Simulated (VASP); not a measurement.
# Hf (I4/mmm) in VASP: further runs, part 2 of 2

VASP 6.6.1. The steps go on from the part before.

## (4) Single point, LDA (strain -0.0500 x Voigt [1, 0, 0, 0, 0, 0])

Input file INCAR:

```
PREC = Accurate ; ENCUT = 520
EDIFF = 1E-6 ; ISMEAR = 0
SIGMA = 0.15 ; LREAL = False
LASPH = True ; NELM = 100
ALGO = Fast ; ISIF = 2
LWAVE = False ; LCHARG = True
LELF = True ; LVHAR = True
NBANDS = 11
```

Input file KPOINTS:

```
regular mesh
0
Gamma
  18 18 18
```

Input file POSCAR:

```
Hf
1.0
    0.0000000000      2.2200000000      2.2200000000
    2.1090000000      0.0000000000      2.2200000000
    2.1090000000      2.2200000000      0.0000000000
Hf
1
Direct
    0.0000000000      0.0000000000      0.0000000000
```

Potentials or basis: VASP PAW LDA potentials, release 64 (Hf_pv).

The run is started by

```sh
cat potpaw_LDA.64/Hf_pv/POTCAR > POTCAR
mpirun -np 1 vasp_std > vasp.out
```

OUTCAR:

```text
PREC = Accurate
   ENCUT = 520
   EDIFF = 1E-6
   ISMEAR = 0
   LREAL = False
   LASPH = True
   NELM = 100
   ISIF = 2

 ion  position               nearest neighbor table
   1  0.000  0.000  0.000-

  LATTYP: Found a body centered tetragonal cell.
 ALAT       =     3.1395541085
 C/A-ratio  =     1.3435028843

  Lattice vectors:

 A1 = (  -2.1090000000,   0.0000000000,  -2.2200000000)
 A2 = (  -2.1090000000,   0.0000000000,   2.2200000000)
 A3 = (   2.1090000000,   2.2200000000,   0.0000000000)

Analysis of symmetry for initial positions (statically):
=====================================================================
 Subroutine PRICEL returns:
 Original cell was already a primitive cell.

 Routine SETGRP: Setting up the symmetry group for a
 body centered tetragonal supercell.

 Subroutine GETGRP returns: Found 16 space group operations
 (whereof 16 operations were pure point group operations)
 out of a pool of 16 trial point group operations.

The static configuration has the point symmetry D_4h.

Analysis of symmetry for dynamics (positions and initial velocities):
=====================================================================
 Subroutine PRICEL returns:
 Original cell was already a primitive cell.

 Routine SETGRP: Setting up the symmetry group for a
 body centered tetragonal supercell.

 Subroutine GETGRP returns: Found 16 space group operations
 (whereof 16 operations were pure point group operations)
 out of a pool of 16 trial point group operations.

The dynamic configuration has the point symmetry D_4h.

 Subroutine INISYM returns: Found 16 space group operations
 (whereof 16 operations are pure point group operations),
 and found     1 'primitive' translations

----------------------------------------------------------------------------------------

                                     Primitive cell

  volume of cell :      20.7880

  direct lattice vectors                    reciprocal lattice vectors
     0.000000000  2.220000000  2.220000000    -0.237079184  0.225225225  0.225225225
[... 113 lines left out ...]
   LEPSILON=     F    determine dielectric tensor
   LRPA    =     F    only Hartree local field effects (RPA)
 non-spin polarized calculation
 RMM-DIIS sequential band-by-band and
 Gauss-broadening in eV      SIGMA  =   0.15
  energy-cutoff  :      520.00
  volume of cell :       20.79
 maximum number of plane-waves:       572
   NGX = 11   NGY = 11   NGZ = 11

 number of electron      10.0000002 magnetization

 Free energy of the ion-electron system (eV)
  ---------------------------------------------------
  ext. energy  EPLUGINS =         0.00000000
  ---------------------------------------------------
  free energy    TOTEN  =       -10.63429434 eV

  energy without entropy =      -10.61859376  energy(sigma->0) =      -10.62644405

 E-fermi :   5.1490     XC(G=0): -11.8094

 val. band max:        5.1439476084   @ k =  -0.1667   0.1111   0.0556
 cond. band min:       5.1493103335   @ k =  -0.3333   0.1111   0.1111
 fundamental gap:      0.0053627251
 Fermi energy:         5.1489989336

 k-point     1 :       0.0000    0.0000    0.0000
  band No.  band energies     occupation
      1     -24.4512      2.00000
      2     -24.4512      2.00000
      3     -24.4443      2.00000
      4      -2.2417      2.00000
      5       6.3184      0.00000
      6       6.3184      0.00000
      7       6.9241      0.00000
      8       9.0492      0.00000
      9       9.9367      0.00000
     10      16.8509      0.00000
     11      17.5068      0.00000
[... 309 lines left out ...]
 k-point    24 :      -0.2222    0.0556    0.0000
  band No.  band energies     occupation
      1     -24.9814      2.00000
      2     -24.5619      2.00000
      3     -24.4903      2.00000
      4      -0.2306      2.00000
      5       5.1874      0.71740
      6       6.5607      0.00000
      7       7.2817      0.00000
      8       9.0365      0.00000
      9       9.8914      0.00000
     10      17.2685      0.00000
     11      17.5242      0.00000

 [... further k-points ...]

------------------------ aborting loop because EDIFF is reached ----------------------------------------

  FORCE on cell =-STRESS in cart. coord.  units (eV):
  Direction    XX          YY          ZZ          XY          YZ          ZX
  --------------------------------------------------------------------------------------
  -------------------------------------------------------------------------------------
  Total        0.1808202     -0.1514468     -0.1514468      0.0000000      0.0000000      0.0000000
  in kB       13.9362184    -11.6723482    -11.6723482      0.0000000      0.0000000      0.0000000
  external PRESSURE =      -3.1361593 kB  Pullay stress =       0.0000000 kB

 VOLUME and BASIS-vectors are now :
 -----------------------------------------------------------------------------
  energy-cutoff  :      520.00
  volume of cell :       20.79
      direct lattice vectors                 reciprocal lattice vectors
     0.000000000  2.220000000  2.220000000    -0.237079184  0.225225225  0.225225225
     2.109000000  0.000000000  2.220000000     0.237079184 -0.225225225  0.225225225
     2.109000000  2.220000000  0.000000000     0.237079184  0.225225225 -0.225225225

 POSITION                                       TOTAL-FORCE (eV/Angst)
 -----------------------------------------------------------------------------------
      0.00000      0.00000      0.00000         0.000000      0.000000     -0.000000
 -----------------------------------------------------------------------------------
    total drift:                               -0.000000      0.000000      0.000000

  FREE ENERGIE OF THE ION-ELECTRON SYSTEM (eV)
  ---------------------------------------------------
  free  energy   TOTEN  =       -10.6342943431 eV

  energy  without entropy=      -10.6185937591  energy(sigma->0) =      -10.62644405
```

OSZICAR:

```text
N       E                     dE             d eps       ncg     rms          rms(c)
DAV:   1     0.124104963163E+02    0.12410E+02   -0.57461E+03 10632   0.848E+02
DAV:   2    -0.105485102734E+02   -0.22959E+02   -0.22216E+02 13486   0.156E+02
DAV:   3    -0.109607521627E+02   -0.41224E+00   -0.40845E+00 13485   0.145E+01
DAV:   4    -0.109620207151E+02   -0.12686E-02   -0.12683E-02 12171   0.947E-01
DAV:   5    -0.109620262424E+02   -0.55273E-05   -0.55269E-05 13057   0.562E-02    0.474E+01
RMM:   6    -0.107201228630E+02    0.24190E+00   -0.15787E-01 10883   0.257E+00    0.277E+01
RMM:   7    -0.106378027926E+02    0.82320E-01   -0.30169E-01 11755   0.360E+00    0.136E+00
RMM:   8    -0.106341689085E+02    0.36339E-02   -0.19157E-02 11742   0.112E+00    0.160E-01
RMM:   9    -0.106342853114E+02   -0.11640E-03   -0.15201E-03 13722   0.338E-01    0.656E-02
RMM:  10    -0.106342914227E+02   -0.61113E-05   -0.17990E-04 13944   0.114E-01    0.191E-02
RMM:  11    -0.106342938453E+02   -0.24226E-05   -0.36631E-05 14088   0.480E-02    0.104E-02
RMM:  12    -0.106342943431E+02   -0.49775E-06   -0.50918E-06 12323   0.162E-02
   1 F= -.10634294E+02 E0= -.10626444E+02  d E =-.157006E-01
```

It took 31 s on 1 thread of Intel Xeon 6975P-C (Granite Rapids), shared host; peak memory 0.21 GiB.

What came out:

| Property | Result |
| --- | --- |
| Free energy | -10.6343 eV |
| Pressure | -0.3 GPa |
| Band gap on the k mesh | zero (bands 5 and 6 overlap by 2.00 eV) |

Caveat: the cell differs from its parent crystal (strain -0.0500 x Voigt [1, 0, 0, 0, 0, 0]); spin-orbit coupling is left out, which moves the levels of the heavy elements.

## (5) Single point, LDA (strain +0.0875 x Voigt [1, 0, 0, 0, 0, 0])

Input file INCAR:

```
SYSTEM = Hf
ALGO = Normal
EDIFF = 1E-6
ENCUT = 520
GGA = CA
ISIF = 2
ISMEAR = 0
LASPH = .True.
LCHARG = .False.
LREAL = .False.
LWAVE = .False.
NBANDS = 11
NELM = 80
PREC = Accurate
SIGMA = 0.15
```

Input file KPOINTS:

```
k-points
0
Gamma
  18 18 18
  0 0 0
```

Input file POSCAR:

```
Hf
1.0
    0.0000000000      2.2200000000      2.2200000000
    2.4142500000      0.0000000000      2.2200000000
    2.4142500000      2.2200000000      0.0000000000
Hf
1
Direct
    0.0000000000      0.0000000000      0.0000000000
```

The run is started by

```sh
cat potpaw_LDA.64/Hf_pv/POTCAR > POTCAR
mpirun -np 1 vasp_std > vasp.out
```

Run time: 26 s. Hardware: 1 thread of Intel Xeon 6975P-C (Granite Rapids), shared host; peak memory 0.22 GiB.

Results (log left out):

| Property | Result |
| --- | --- |
| Free energy | -10.4904 eV |
| Pressure | -12.6 GPa |
| Band gap on the k mesh | zero (bands 5 and 6 overlap by 1.65 eV) |

Stress tensor (GPa, compression positive):
```
-15.27   0.00   0.00
  0.00 -11.30   0.00
  0.00   0.00 -11.30
```

Levels at points of the mesh, in eV from the Fermi level:
```
           k point  band 3  band 4  band 5  band 6  band 7  band 8
(0.00, 0.00, 0.00)  -30.07   -6.92    0.72    1.67    1.67    3.09
(0.50, 0.00, 0.00)  -30.12   -3.43    0.58    0.63    1.61    5.54
(0.50, 0.50, 0.00)  -30.28   -2.93   -1.94    2.80    5.56    5.81
(0.00, 0.50, 0.50)  -30.25   -3.16   -1.83    1.57    5.89    6.33
```

Caveat: the cell differs from its parent crystal (strain +0.0875 x Voigt [1, 0, 0, 0, 0, 0]); the cell stands under tension; spin-orbit coupling is left out, which moves the levels of the heavy elements.

## (6) Single point, LDA (strain +0.1000 x Voigt [1, 0, 0, 0, 0, 0])

Input file INCAR:

```
  PREC = Accurate
  ENCUT = 520
  EDIFF = 1E-6
  ISMEAR = 0
  SIGMA = 0.15
  LREAL = F
  LASPH = T
  NELM = 100
  ALGO = Normal
  ISIF = 2
  LWAVE = F
  LCHARG = T
  GGA = CA
  LELF = T
  LVHAR = T
  NBANDS = 11
```

Input file KPOINTS:

```
Automatic mesh
0
Gamma
  18 18 18
```

Input file POSCAR:

```
Hf
1.0
    0.0000000000      2.2200000000      2.2200000000
    2.4420000000      0.0000000000      2.2200000000
    2.4420000000      2.2200000000      0.0000000000
Hf
1
Direct
    0.0000000000      0.0000000000      0.0000000000
```

Potentials or basis: VASP PAW LDA potentials, release 64 (Hf_pv).

The run is started by

```sh
cat potpaw_LDA.64/Hf_pv/POTCAR > POTCAR
mpirun -np 1 vasp_std > vasp.out
```

Run time: 42 s. Hardware: 1 thread of Intel Xeon 6975P-C (Granite Rapids), shared host; peak memory 0.24 GiB.

Results (log left out):

| Quantity | Value |
| --- | --- |
| Free energy | -10.4635 eV |
| Pressure | -13.4 GPa |
| Band gap on the k mesh | zero (bands 5 and 6 overlap by 1.63 eV) |

Stress tensor (GPa, compression positive):
```
-16.34   0.00   0.00
  0.00 -11.94   0.00
  0.00   0.00 -11.94
```

Levels at points of the mesh, in eV from the Fermi level:
```
           k point  band 3  band 4  band 5  band 6  band 7  band 8
(0.00, 0.00, 0.00)  -30.10   -6.87    0.64    1.72    1.72    2.95
(0.50, 0.00, 0.00)  -30.15   -3.39    0.56    0.58    1.67    5.45
(0.50, 0.50, 0.00)  -30.31   -2.87   -1.88    2.81    5.44    5.65
(0.00, 0.50, 0.50)  -30.27   -3.14   -1.78    1.44    5.83    6.24
```

Caveat: the cell differs from its parent crystal (strain +0.1000 x Voigt [1, 0, 0, 0, 0, 0]); the cell stands under tension; spin-orbit coupling is left out, which moves the levels of the heavy elements.

## (7) Summary

```csv
cell,gap on the mesh (eV),pressure (GPa)
"a = 3.140, b = 2.987, c = 2.987 Å, angles 63.4, 58.3, 58.3°, 1 atom",none,6.3
"a = 3.140, b = 3.024, c = 3.024 Å, angles 62.5, 58.7, 58.7°, 1 atom",none,2.8
"a = 3.140, b = 3.062, c = 3.062 Å, angles 61.7, 59.2, 59.2°, 1 atom",none,-0.3
"a = 3.140, b = 3.280, c = 3.280 Å, angles 57.2, 61.4, 61.4°, 1 atom",none,-12.6
"a = 3.140, b = 3.300, c = 3.300 Å, angles 56.8, 61.6, 61.6°, 1 atom",none,-13.4
```

Alike in all rows: task single point; level LDA; potentials or basis VASP PAW LDA potentials, release 64 (Hf_pv); no spin polarisation; k mesh 18 × 18 × 18; cutoff (eV) 520; smearing gaussian 0.15 eV.

Caveats: spin-orbit coupling is left out, which moves the levels of the heavy elements; the cell stands under tension (at least some runs); the cell stands under pressure (at least some runs).

Total energies depend on the potentials used, so only differences within one code and one set of settings carry meaning.
